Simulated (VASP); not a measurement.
# BiCl (I4/mmm) in VASP: single point with r2SCAN

Aim: the single point of BiCl with r2SCAN.

Program: VASP 6.6.1. These are calculated values, not measurements. Logs are shortened: lines on timing, memory, paths and dates and some standing lists are left out, and cuts for length are marked.

## (1) The cell of the first run

It takes space group I4/mmm (No. 139, tetragonal). Conventional cell: a = 4.662 Å, b = 4.662 Å, c = 11.357 Å, α = 90.00°, β = 90.00°, γ = 90.00°. Bi (site symmetry 4mm) has 1 Bi at 2.50 Å and 5 Cl at 2.84 to 3.31 Å within 3.4 Å. Cl (site symmetry 4mm) has 5 Bi at 2.84 to 3.31 Å and 1 Cl at 3.18 Å within 3.7 Å.

## (2) Single point, r2SCAN

POSCAR

```
BiCl
1.0
    0.0000000000      4.6616610000      0.0000000000
    4.6616610000      0.0000000000      0.0000000000
    2.3308300000      2.3308300000     -5.6784660000
Bi Cl
2 2
Direct
    0.1100000000      0.1100000000      0.7800000000
    0.8900000000      0.8900000000      0.2200000000
    0.3600000000      0.3600000000      0.2800000000
    0.6400000000      0.6400000000      0.7200000000
```

INCAR.step1

```
SYSTEM = BiCl
ALGO     = Normal         ! electronic algorithm
EDIFF    = 1E-5           ! SCF threshold, eV
ENCUT    = 550            ! plane-wave cutoff, eV
GGA      = PE             ! functional
GGA_COMPAT= .FALSE.      
ISMEAR   = -1             ! smearing method
LASPH    = .TRUE.         ! aspherical terms in the spheres
LCHARG   = .FALSE.        ! write CHGCAR
LREAL    = .FALSE.        ! projectors in reciprocal space
LWAVE    = .TRUE.         ! write WAVECAR
NBANDS   = 30             ! bands
NELM     = 120            ! most SCF steps
PREC     = Accurate       ! precision mode
SIGMA    = 0.1            ! smearing width, eV
```

INCAR.step2

```
SYSTEM = BiCl
ALGO     = Normal         ! electronic algorithm
EDIFF    = 1E-6           ! SCF threshold, eV
ENCUT    = 550            ! plane-wave cutoff, eV
GGA_COMPAT= .FALSE.      
ISIF     = 2              ! what is computed and relaxed
ISMEAR   = -1             ! smearing method
ISTART   = 1            
LASPH    = .TRUE.         ! aspherical terms in the spheres
LCHARG   = .FALSE.        ! write CHGCAR
LMIXTAU  = .TRUE.       
LREAL    = .FALSE.        ! projectors in reciprocal space
LWAVE    = .FALSE.        ! write WAVECAR
METAGGA  = R2SCAN         ! meta-GGA
NBANDS   = 30             ! bands
NELM     = 120            ! most SCF steps
PREC     = Accurate       ! precision mode
SIGMA    = 0.1            ! smearing width, eV
```

KPOINTS

```
k-points
0
G
  8 8 8
  0 0 0
```

Potentials or basis: VASP PAW PBE potentials, release 64 (Bi_d, Cl).

The run is started by

```sh
cat potpaw_PBE.64/Bi_d/POTCAR potpaw_PBE.64/Cl/POTCAR > POTCAR
cp INCAR.step1 INCAR
mpirun -np 1 vasp_std > vasp.out
cp INCAR.step2 INCAR
mpirun -np 1 vasp_std > vasp.out
```

OUTCAR:

```text
SYSTEM = BiCl
   EDIFF = 1E-6
   ENCUT = 550
   ISIF = 2
   ISMEAR = -1
   ISTART = 1
   LASPH = .TRUE.
   LREAL = .FALSE.
   METAGGA = R2SCAN
   NELM = 120
   PREC = Accurate

 ion  position               nearest neighbor table
   1  0.110  0.110  0.780-   2 2.50   3 2.84
   2  0.890  0.890  0.220-   1 2.50   4 2.84
   3  0.360  0.360  0.280-   1 2.84
   4  0.640  0.640  0.720-   2 2.84

  LATTYP: Found a body centered tetragonal cell.
 ALAT       =     4.6616610000
 C/A-ratio  =     2.4362415028

  Lattice vectors:

 A1 = (  -2.3308300000,   2.3308310000,   5.6784660000)
 A2 = (   2.3308310000,  -2.3308300000,   5.6784660000)
 A3 = (   2.3308300000,   2.3308300000,  -5.6784660000)

Analysis of symmetry for initial positions (statically):
=====================================================================
 Subroutine PRICEL returns:
 Original cell was already a primitive cell.

 Routine SETGRP: Setting up the symmetry group for a
 body centered tetragonal supercell.

 Subroutine GETGRP returns: Found 16 space group operations
 (whereof 16 operations were pure point group operations)
 out of a pool of 16 trial point group operations.

The static configuration has the point symmetry D_4h.

Analysis of symmetry for dynamics (positions and initial velocities):
=====================================================================
 Subroutine PRICEL returns:
 Original cell was already a primitive cell.

 Routine SETGRP: Setting up the symmetry group for a
 body centered tetragonal supercell.

 Subroutine GETGRP returns: Found 16 space group operations
 (whereof 16 operations were pure point group operations)
 out of a pool of 16 trial point group operations.

The dynamic configuration has the point symmetry D_4h.

 Subroutine INISYM returns: Found 16 space group operations
 (whereof 16 operations are pure point group operations),
 and found     1 'primitive' translations

----------------------------------------------------------------------------------------

                                     Primitive cell

  volume of cell :     123.3992

  direct lattice vectors                    reciprocal lattice vectors
     0.000000000  4.661661000  0.000000000     0.000000000  0.214515813  0.088051930
     4.661661000  0.000000000  0.000000000     0.214515813  0.000000000  0.088051930
     2.330830000  2.330830000 -5.678466000     0.000000000  0.000000000 -0.176103898

  length of vectors
     4.661661000  4.661661000  6.565859661     0.231883972  0.231883972  0.176103898

  position of ions in fractional coordinates (direct lattice)
     0.110000000  0.110000000  0.780000000
     0.890000000  0.890000000  0.220000000
     0.360000000  0.360000000  0.280000000
     0.640000000  0.640000000  0.720000000

  ion indices of the primitive-cell ions
   primitive index   ion index
                 1           1
                 2           2
                 3           3
                 4           4

----------------------------------------------------------------------------------------

 KPOINTS: k-points

Automatic generation of k-mesh.
 Grid dimensions read from file:
 generate k-points for:    8    8    8

 Generating k-lattice:

  Cartesian coordinates                     Fractional coordinates (reciprocal lattice)
     0.000000000  0.026814477  0.011006491     0.125000000  0.000000000  0.000000000
     0.026814477  0.000000000  0.011006491     0.000000000  0.125000000  0.000000000
     0.000000000  0.000000000 -0.022012987     0.000000000  0.000000000  0.125000000

  Length of vectors
     0.028985497  0.028985497  0.022012987

  Shift w.r.t. Gamma in fractional coordinates (k-lattice)
     0.000000000  0.000000000  0.000000000

 Subroutine IBZKPT returns following result:
 ===========================================

 Found     59 irreducible k-points:

 Following reciprocal coordinates:
            Coordinates               Weight
  0.000000  0.000000  0.000000      1.000000
  0.125000  0.000000  0.000000      8.000000
  0.250000  0.000000  0.000000      8.000000
  0.375000  0.000000  0.000000      8.000000
  0.500000  0.000000  0.000000      4.000000
  0.125000  0.125000  0.000000      8.000000
[... 16 lines left out ...]
  0.250000  0.000000  0.125000      4.000000
  0.375000  0.000000  0.125000      8.000000
 [... further k-points ...]
   k-points           NKPTS =     59   k-points in BZ     NKDIM =     59   number of bands    NBANDS=     30
   number of dos      NEDOS =    301   number of ions     NIONS =      4
   total plane-waves  NPLWV =  64800
   dimension x,y,z NGX =    36 NGY =   36 NGZ =   50
   dimension x,y,z NGXF=    72 NGYF=   72 NGZF=  100
   ions per type =               2   2
   NGX,Y,Z   is equivalent  to a cutoff of  12.84, 12.84, 12.66 a.u.
   NGXF,Y,Z  is equivalent  to a cutoff of  25.68, 25.68, 25.32 a.u.
 SYSTEM =  BiCl
   PREC   = accura    normal or accurate (medium, high low for compatibility)
   ISTART =      1    job   : 0-new  1-cont  2-samecut
   ICHARG =      0    charge: 1-file 2-atom 10-const
   ISPIN  =      1    spin polarized calculation?
   LNONCOLLINEAR =      F non collinear calculations
   LSORBIT =      F    spin-orbit coupling
   LASPH  =      T    aspherical Exc in radial PAW
   ENCUT  =  550.0 eV  40.42 Ry    6.36 a.u.   8.91  8.91 12.56*2*pi/ulx,y,z
   NELM   =    120;   NELMIN=  2; NELMDL=  0     # of ELM steps
   EDIFF  = 0.1E-05   stopping-criterion for ELM
   LREAL  =      F    real-space projection
   EDIFFG = 0.1E-04   stopping-criterion for IOM
   NSW    =      0    number of steps for IOM
   IBRION =     -1    ionic relax: 0-MD 1-quasi-New 2-CG
   NFREE  =      0    steps in history (QN), initial steepest desc. (CG)
   ISIF   =      2    stress and relaxation
   ISYM   =      2    0-nonsym 1-usesym 2-fastsym
   POTIM  = 0.5000    time-step for ionic-motion
   TEBEG  =    0.0;   TEEND  =   0.0 temperature during run
   PSTRESS=    0.0 pullay stress
   NELECT =      44.0000    total number of electrons
   NUPDOWN=      -1.0000    fix difference up-down
   EMIN   =  10.00;   EMAX   =-10.00  energy-range for DOS
   EFERMI =   0.00;   METHOD = LEGACY
   ISMEAR =    -1;   SIGMA  =   0.10  broadening in eV -4-tet -1-fermi 0-gaus
   EFERMI_NEDOS =   21; number of points for ismear=-14 and -15
   IALGO  =     38    algorithm
   IMIX   =      4    mixing-type and parameters
     AMIX     =   0.40;   BMIX     =  1.00
     AMIX_MAG =   1.60;   BMIX_MAG =  1.00
  volume/ion in A,a.u.               =      30.85       208.18
  Fermi-wavevector in a.u.,A,eV,Ry     =   1.160882  2.193750 18.335866  1.347648
  Thomas-Fermi vector in A             =   2.297460
   LORBIT       =      0    0 simple, 1 ext, 2 COOP (PROOUT), +10 PAW based schemes
   METAGGA = R2SCAN    functional components
   LHFCALC =     F    Hartree Fock is set to
   AEXX    =    0.0000 exact exchange contribution
   IVDW    =     0    specifies the selected vdW correction
   LEPSILON=     F    determine dielectric tensor
   LRPA    =     F    only Hartree local field effects (RPA)
 non-spin polarized calculation
  energy-cutoff  :      550.00
  volume of cell :      123.40
 maximum number of plane-waves:      3648
   NGX = 17   NGY = 17   NGZ = 25

 number of electron      44.0000008 magnetization

 Free energy of the ion-electron system (eV)
  ---------------------------------------------------
  ext. energy  EPLUGINS =         0.00000000
  ---------------------------------------------------
  free energy    TOTEN  =      -128.32695402 eV

  energy without entropy =     -128.19343123  energy(sigma->0) =     -128.26019262

 E-fermi :   4.2710     XC(G=0):  -9.4879

 val. band max:        4.2574647821   @ k =  -0.1250  -0.3750   0.1250
 cond. band min:       4.2821547323   @ k =  -0.2500   0.5000   0.1250
 fundamental gap:      0.0246899502
 Fermi energy:         4.2709551294

 k-point     1 :       0.0000    0.0000    0.0000
  band No.  band energies     occupation
      1     -20.3148      2.00000
      2     -19.7276      2.00000
      3     -19.7276      2.00000
      4     -19.4304      2.00000
      5     -19.4198      2.00000
      6     -19.3629      2.00000
[... 22 lines left out ...]
     29      11.3496      0.00000
     30      12.4479      0.00000

 k-point     2 :       0.1250    0.0000    0.0000
  band No.  band energies     occupation
      1     -20.3150      2.00000
      2     -19.7282      2.00000
      3     -19.7279      2.00000
      4     -19.4298      2.00000
      5     -19.4199      2.00000
      6     -19.3623      2.00000
[... 22 lines left out ...]
     29      11.3253      0.00000
     30      12.6560      0.00000

 k-point     3 :       0.2500    0.0000    0.0000
  band No.  band energies     occupation
      1     -20.3156      2.00000
      2     -19.7297      2.00000
      3     -19.7286      2.00000
      4     -19.4285      2.00000
      5     -19.4203      2.00000
      6     -19.3607      2.00000
[... 22 lines left out ...]
     29      11.9579      0.00000
     30      12.3206      0.00000

 k-point     4 :       0.3750    0.0000    0.0000
  band No.  band energies     occupation
      1     -20.3162      2.00000
      2     -19.7311      2.00000
      3     -19.7293      2.00000
      4     -19.4272      2.00000
      5     -19.4207      2.00000
      6     -19.3591      2.00000
[... 22 lines left out ...]
     29      12.2435      0.00000
     30      12.8795      0.00000

 k-point     5 :       0.5000    0.0000    0.0000
  band No.  band energies     occupation
      1     -20.3165      2.00000
      2     -19.7317      2.00000
      3     -19.7296      2.00000
      4     -19.4266      2.00000
      5     -19.4209      2.00000
      6     -19.3584      2.00000
[... 22 lines left out ...]
     29      12.7629      0.00000
     30      12.8694      0.00000
[... 526 lines left out ...]
     29      12.6468      0.00000
     30      13.6176      0.00000

 k-point    22 :       0.0000    0.0000    0.1250
  band No.  band energies     occupation
      1     -20.3156      2.00000
      2     -19.7282      2.00000
      3     -19.7282      2.00000
      4     -19.4306      2.00000
      5     -19.4194      2.00000
      6     -19.3627      2.00000
[... 22 lines left out ...]
     29      11.3176      0.00000
     30      12.5057      0.00000

 k-point    23 :       0.2500    0.0000    0.1250
  band No.  band energies     occupation
      1     -20.3151      2.00000
      2     -19.7292      2.00000
      3     -19.7281      2.00000
      4     -19.4283      2.00000
      5     -19.4205      2.00000
      6     -19.3609      2.00000
[... 22 lines left out ...]
     29      11.7365      0.00000
     30      12.1614      0.00000

 k-point    24 :       0.3750    0.0000    0.1250
  band No.  band energies     occupation
      1     -20.3157      2.00000
      2     -19.7307      2.00000
      3     -19.7289      2.00000
      4     -19.4270      2.00000
      5     -19.4209      2.00000
      6     -19.3593      2.00000
[... 22 lines left out ...]
     29      11.8995      0.00000
     30      13.0742      0.00000

 [... further k-points ...]

------------------------ aborting loop because EDIFF is reached ----------------------------------------

  FORCE on cell =-STRESS in cart. coord.  units (eV):
  Direction    XX          YY          ZZ          XY          YZ          ZX
  --------------------------------------------------------------------------------------
  -------------------------------------------------------------------------------------
  Total       -0.0128463     -0.0128463     13.4391002      0.0000000      0.0000012      0.0000012
  in kB       -0.1667919     -0.1667919    174.4891265      0.0000000      0.0000154      0.0000154
  external PRESSURE =      58.0518475 kB  Pullay stress =       0.0000000 kB

 VOLUME and BASIS-vectors are now :
 -----------------------------------------------------------------------------
  energy-cutoff  :      550.00
  volume of cell :      123.40
      direct lattice vectors                 reciprocal lattice vectors
     0.000000000  4.661661000  0.000000000     0.000000000  0.214515813  0.088051930
     4.661661000  0.000000000  0.000000000     0.214515813  0.000000000  0.088051930
     2.330830000  2.330830000 -5.678466000     0.000000000  0.000000000 -0.176103898

 POSITION                                       TOTAL-FORCE (eV/Angst)
 -----------------------------------------------------------------------------------
      2.33083      2.33083     -4.42920         0.000000      0.000000      3.804848
      4.66166      4.66166     -1.24926        -0.000000     -0.000000     -3.804848
      2.33083      2.33083     -1.58997        -0.000000     -0.000000     -0.138641
      4.66166      4.66166     -4.08850         0.000000      0.000000      0.138641
 -----------------------------------------------------------------------------------
    total drift:                               -0.000000     -0.000000      0.000000

  FREE ENERGIE OF THE ION-ELECTRON SYSTEM (eV)
  ---------------------------------------------------
  free  energy   TOTEN  =      -128.3269540202 eV

  energy  without entropy=     -128.1934312275  energy(sigma->0) =     -128.26019262
```

It took 11 min on 1 thread of Intel Xeon Platinum 8259CL at 2.50GHz (Skylake/Cascade Lake), shared host; peak memory 0.38 GiB.

What came out:

| Quantity | Value |
| --- | --- |
| Free energy | -128.3270 eV |
| Pressure | 5.8 GPa |
| Largest force | 3.805 eV/Å |
| Band gap on the k mesh | zero (bands 22 and 23 overlap by 0.88 eV) |

Forces on the atoms (eV/Å):
```
Bi   0.000  0.000  3.805
Bi   0.000  0.000 -3.805
Cl   0.000  0.000 -0.139
Cl   0.000  0.000  0.139
```

Caveat: the cell stands under pressure; the PAW data sets were made with another functional, which shifts forces and pressure a little; spin-orbit coupling is left out, which moves the levels of the heavy elements.
